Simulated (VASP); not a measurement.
# HfN (F-43m) in VASP: notebook

The runs below take HfN through single point, with r2SCAN.

Program: VASP 6.6.1. These are calculated values, not measurements. Logs are shortened: lines on timing, memory, paths and dates and some standing lists are left out, and cuts for length are marked.

## (1) The cell of the first run

The structure is cubic, space group F-43m (No. 216). Conventional cell: a = 4.910 Å, b = 4.910 Å, c = 4.910 Å, α = 90.00°, β = 90.00°, γ = 90.00°. Within 2.8 Å of Hf (site symmetry -43m) lie 4 N at 2.13 Å. N (site symmetry -43m) has 4 Hf at 2.13 Å within 2.8 Å.

## (2) Single point, r2SCAN

File POSCAR:

```
HfN
1.0
    0.0000000000      2.4548200000      2.4548200000
    2.4548200000      0.0000000000      2.4548200000
    2.4548200000      2.4548200000      0.0000000000
Hf N
1 1
Direct
    0.0000000000      0.0000000000      0.0000000000
    0.7500000000      0.7500000000      0.7500000000
```

File INCAR.step1:

```
SYSTEM = HfN
PREC = Accurate
ENCUT = 660
ISMEAR = 1
SIGMA = 0.1
LREAL = .False.
LASPH = .True.
NELM = 120
NBANDS = 14
GGA = PE
ALGO = Normal
EDIFF = 1E-5
LWAVE = .True.
LCHARG = .False.
GGA_COMPAT = .False.
```

File INCAR.step2:

```
SYSTEM = HfN
PREC = Accurate
ENCUT = 660
EDIFF = 1E-6
ISMEAR = 1
SIGMA = 0.1
LREAL = .False.
LASPH = .True.
NELM = 120
ALGO = Normal
ISIF = 2
LWAVE = .False.
LCHARG = .True.
METAGGA = R2SCAN
LMIXTAU = .True.
LELF = .True.
LVHAR = .True.
NBANDS = 14
ISTART = 1
GGA_COMPAT = .False.
```

File KPOINTS:

```
Automatic mesh
0
Gamma
  4 4 4
  0 0 0
```

Potentials or basis: VASP PAW PBE potentials, release 64 (Hf_pv, N).

Command:

```
> cat potpaw_PBE.64/Hf_pv/POTCAR potpaw_PBE.64/N/POTCAR > POTCAR
> cp INCAR.step1 INCAR
> mpirun -np 1 vasp_std > vasp.out
> cp INCAR.step2 INCAR
> mpirun -np 1 vasp_std > vasp.out
```

OUTCAR:

```text
SYSTEM = HfN
   PREC = Accurate
   ENCUT = 660
   EDIFF = 1E-6
   ISMEAR = 1
   LREAL = .False.
   LASPH = .True.
   NELM = 120
   ISIF = 2
   METAGGA = R2SCAN
   ISTART = 1

 ion  position               nearest neighbor table
   1  0.000  0.000  0.000-   2 2.13   2 2.13   2 2.13   2 2.13
   2  0.750  0.750  0.750-   1 2.13   1 2.13   1 2.13   1 2.13

  LATTYP: Found a face centered cubic cell.
 ALAT       =     4.9096400000

  Lattice vectors:

 A1 = (   0.0000000000,   2.4548200000,   2.4548200000)
 A2 = (   2.4548200000,   0.0000000000,   2.4548200000)
 A3 = (   2.4548200000,   2.4548200000,   0.0000000000)

Analysis of symmetry for initial positions (statically):
=====================================================================
 Subroutine PRICEL returns:
 Original cell was already a primitive cell.

 Routine SETGRP: Setting up the symmetry group for a
 face centered cubic supercell.

 Subroutine GETGRP returns: Found 24 space group operations
 (whereof 24 operations were pure point group operations)
 out of a pool of 48 trial point group operations.

The static configuration has the point symmetry T_d .

Analysis of symmetry for dynamics (positions and initial velocities):
=====================================================================
 Subroutine PRICEL returns:
 Original cell was already a primitive cell.

 Routine SETGRP: Setting up the symmetry group for a
 face centered cubic supercell.

 Subroutine GETGRP returns: Found 24 space group operations
 (whereof 24 operations were pure point group operations)
 out of a pool of 48 trial point group operations.

The dynamic configuration has the point symmetry T_d .

 Subroutine INISYM returns: Found 24 space group operations
 (whereof 24 operations are pure point group operations),
 and found     1 'primitive' translations

----------------------------------------------------------------------------------------

                                     Primitive cell

  volume of cell :      29.5862

  direct lattice vectors                    reciprocal lattice vectors
     0.000000000  2.454820000  2.454820000    -0.203680922  0.203680922  0.203680922
     2.454820000  0.000000000  2.454820000     0.203680922 -0.203680922  0.203680922
     2.454820000  2.454820000  0.000000000     0.203680922  0.203680922 -0.203680922

  length of vectors
     3.471639737  3.471639737  3.471639737     0.352785705  0.352785705  0.352785705

  position of ions in fractional coordinates (direct lattice)
     0.000000000  0.000000000  0.000000000
     0.750000000  0.750000000  0.750000000

  ion indices of the primitive-cell ions
   primitive index   ion index
                 1           1
                 2           2

----------------------------------------------------------------------------------------

 KPOINTS: Automatic mesh

Automatic generation of k-mesh.
 Grid dimensions read from file:
 generate k-points for:    4    4    4

 Generating k-lattice:

  Cartesian coordinates                     Fractional coordinates (reciprocal lattice)
    -0.050920230  0.050920230  0.050920230     0.250000000  0.000000000  0.000000000
     0.050920230 -0.050920230  0.050920230     0.000000000  0.250000000  0.000000000
     0.050920230  0.050920230 -0.050920230     0.000000000  0.000000000  0.250000000

  Length of vectors
     0.088196426  0.088196426  0.088196426

  Shift w.r.t. Gamma in fractional coordinates (k-lattice)
     0.000000000  0.000000000  0.000000000

 Subroutine IBZKPT returns following result:
 ===========================================

 Found      8 irreducible k-points:

 Following reciprocal coordinates:
            Coordinates               Weight
  0.000000  0.000000  0.000000      1.000000
  0.250000  0.000000  0.000000      8.000000
  0.500000  0.000000  0.000000      4.000000
  0.250000  0.250000  0.000000      6.000000
  0.500000  0.250000  0.000000     24.000000
 -0.250000  0.250000  0.000000     12.000000
  0.500000  0.500000  0.000000      3.000000
 -0.250000  0.500000  0.250000      6.000000
   k-points           NKPTS =      8   k-points in BZ     NKDIM =      8   number of bands    NBANDS=     14
   number of dos      NEDOS =    301   number of ions     NIONS =      2
   total plane-waves  NPLWV =  27000
   dimension x,y,z NGX =    30 NGY =   30 NGZ =   30
   dimension x,y,z NGXF=    60 NGYF=   60 NGZF=   60
   ions per type =               1   1
   NGX,Y,Z   is equivalent  to a cutoff of  14.37, 14.37, 14.37 a.u.
   NGXF,Y,Z  is equivalent  to a cutoff of  28.73, 28.73, 28.73 a.u.
 SYSTEM =  HfN
   PREC   = accura    normal or accurate (medium, high low for compatibility)
   ISTART =      1    job   : 0-new  1-cont  2-samecut
   ICHARG =      0    charge: 1-file 2-atom 10-const
   ISPIN  =      1    spin polarized calculation?
   LNONCOLLINEAR =      F non collinear calculations
   LSORBIT =      F    spin-orbit coupling
   LASPH  =      T    aspherical Exc in radial PAW
   ENCUT  =  660.0 eV  48.51 Ry    6.96 a.u.   7.27  7.27  7.27*2*pi/ulx,y,z
   NELM   =    120;   NELMIN=  2; NELMDL=  0     # of ELM steps
   EDIFF  = 0.1E-05   stopping-criterion for ELM
   LREAL  =      F    real-space projection
   EDIFFG = 0.1E-04   stopping-criterion for IOM
   NSW    =      0    number of steps for IOM
   IBRION =     -1    ionic relax: 0-MD 1-quasi-New 2-CG
   NFREE  =      0    steps in history (QN), initial steepest desc. (CG)
   ISIF   =      2    stress and relaxation
   ISYM   =      2    0-nonsym 1-usesym 2-fastsym
   POTIM  = 0.5000    time-step for ionic-motion
   TEBEG  =    0.0;   TEEND  =   0.0 temperature during run
   PSTRESS=    0.0 pullay stress
   NELECT =      15.0000    total number of electrons
   NUPDOWN=      -1.0000    fix difference up-down
   EMIN   =  10.00;   EMAX   =-10.00  energy-range for DOS
   EFERMI =   0.00;   METHOD = LEGACY
   ISMEAR =     1;   SIGMA  =   0.10  broadening in eV -4-tet -1-fermi 0-gaus
   EFERMI_NEDOS =   21; number of points for ismear=-14 and -15
   IALGO  =     38    algorithm
   IMIX   =      4    mixing-type and parameters
     AMIX     =   0.40;   BMIX     =  1.00
     AMIX_MAG =   1.60;   BMIX_MAG =  1.00
  volume/ion in A,a.u.               =      14.79        99.83
  Fermi-wavevector in a.u.,A,eV,Ry     =   1.305396  2.466841 23.185125  1.704059
  Thomas-Fermi vector in A             =   2.436268
   LORBIT       =      0    0 simple, 1 ext, 2 COOP (PROOUT), +10 PAW based schemes
   METAGGA = R2SCAN    functional components
   LHFCALC =     F    Hartree Fock is set to
   AEXX    =    0.0000 exact exchange contribution
   IVDW    =     0    specifies the selected vdW correction
   LEPSILON=     F    determine dielectric tensor
   LRPA    =     F    only Hartree local field effects (RPA)
 non-spin polarized calculation
 Methfessel and Paxton  Order N= 1 SIGMA  =   0.10
  energy-cutoff  :      660.00
  volume of cell :       29.59
 maximum number of plane-waves:      1158
 NGX is ok and might be reduce to    30
   NGX = 15   NGY = 15   NGZ = 15

 number of electron      14.9999999 magnetization

 Free energy of the ion-electron system (eV)
  ---------------------------------------------------
  ext. energy  EPLUGINS =         0.00000000
  ---------------------------------------------------
  free energy    TOTEN  =       -57.66363719 eV

  energy without entropy =      -57.66151597  energy(sigma->0) =      -57.66293012

 E-fermi :   5.4183     XC(G=0): -11.9488

 val. band max:        5.3589941979   @ k =   0.5000   0.2500   0.0000
 cond. band min:       5.6615180486   @ k =   0.2500   0.2500   0.0000
 fundamental gap:      0.3025238507
 Fermi energy:         5.4183396712

 k-point     1 :       0.0000    0.0000    0.0000
  band No.  band energies     occupation
      1     -26.5959      2.00000
      2     -26.5959      2.00000
      3     -26.5959      2.00000
      4     -11.4467      2.00000
      5      -0.0238      2.00000
      6      -0.0238      2.00000
      7      -0.0238      2.00000
      8       5.0997      2.00006
      9       8.2336      0.00000
     10       8.2336      0.00000
     11      12.6862      0.00000
     12      12.6862      0.00000
     13      12.6862      0.00000
     14      16.9486      0.00000

 k-point     2 :       0.2500    0.0000    0.0000
  band No.  band energies     occupation
      1     -26.8463      2.00000
      2     -26.6285      2.00000
      3     -26.6285      2.00000
      4     -10.8707      2.00000
      5      -0.6376      2.00000
      6       0.3369      2.00000
      7       0.3369      2.00000
      8       7.3406     -0.00000
      9       7.8243      0.00000
     10       7.8243      0.00000
     11      11.6277      0.00000
     12      13.0290      0.00000
     13      13.0290      0.00000
     14      14.9589      0.00000

 k-point     3 :       0.5000    0.0000    0.0000
  band No.  band energies     occupation
      1     -27.0828      2.00000
      2     -26.6606      2.00000
      3     -26.6606      2.00000
      4     -10.3814      2.00000
      5      -0.2924      2.00000
      6       0.6010      2.00000
      7       0.6010      2.00000
      8       7.3442     -0.00000
      9       8.7560      0.00000
     10       8.7560      0.00000
     11      10.4617      0.00000
     12      11.2389      0.00000
     13      11.2389      0.00000
     14      15.6399      0.00000
[... 52 lines left out ...]
 k-point     7 :       0.5000    0.5000    0.0000
  band No.  band energies     occupation
      1     -27.0843      2.00000
      2     -26.7583      2.00000
      3     -26.7583      2.00000
      4     -10.0211      2.00000
      5      -1.3909      2.00000
      6       1.8550      2.00000
      7       1.8550      2.00000
      8       4.5001      2.00000
      9       8.2626      0.00000
     10      10.0916      0.00000
     11      10.6131      0.00000
     12      10.6131      0.00000
     13      16.7071      0.00000
     14      16.7746      0.00000

 k-point     8 :      -0.2500    0.5000    0.2500
  band No.  band energies     occupation
      1     -26.9923      2.00000
      2     -26.8545      2.00000
      3     -26.7617      2.00000
      4     -10.0060      2.00000
      5      -0.1382      2.00000
      6       0.3867      2.00000
      7       1.8949      2.00000
      8       4.3613      2.00000
      9       7.3633     -0.00000
     10       9.6788      0.00000
     11      11.0103      0.00000
     12      12.6160      0.00000
     13      16.6158      0.00000
     14      16.9547      0.00000

------------------------ aborting loop because EDIFF is reached ----------------------------------------

  FORCE on cell =-STRESS in cart. coord.  units (eV):
  Direction    XX          YY          ZZ          XY          YZ          ZX
  --------------------------------------------------------------------------------------
  -------------------------------------------------------------------------------------
  Total       -0.4824174     -0.4824174     -0.4824174      0.0000000      0.0000000      0.0000000
  in kB      -26.1242931    -26.1242931    -26.1242931      0.0000000      0.0000000      0.0000000
  external PRESSURE =     -26.1242931 kB  Pullay stress =       0.0000000 kB

 VOLUME and BASIS-vectors are now :
 -----------------------------------------------------------------------------
  energy-cutoff  :      660.00
  volume of cell :       29.59
      direct lattice vectors                 reciprocal lattice vectors
     0.000000000  2.454820000  2.454820000    -0.203680922  0.203680922  0.203680922
     2.454820000  0.000000000  2.454820000     0.203680922 -0.203680922  0.203680922
     2.454820000  2.454820000  0.000000000     0.203680922  0.203680922 -0.203680922

 POSITION                                       TOTAL-FORCE (eV/Angst)
 -----------------------------------------------------------------------------------
      0.00000      0.00000      0.00000        -0.000000     -0.000000     -0.000000
      3.68223      3.68223      3.68223         0.000000      0.000000      0.000000
 -----------------------------------------------------------------------------------
    total drift:                               -0.000000     -0.000000     -0.000000

  FREE ENERGIE OF THE ION-ELECTRON SYSTEM (eV)
  ---------------------------------------------------
  free  energy   TOTEN  =       -57.6636371873 eV

  energy  without entropy=      -57.6615159746  energy(sigma->0) =      -57.66293012
```

It took 66 s on 1 thread of Intel Xeon 8259CL, shared host; peak memory 0.18 GiB.

Results:

```yaml
Free_energy: -57.6636 eV
Pressure: -2.6 GPa
```

Caveat: the k points lie up to 0.55 Å⁻¹ apart; the PAW data sets were made with another functional, which shifts forces and pressure a little; spin-orbit coupling is left out, which moves the levels of the heavy elements.

[end of part 1 of 2]
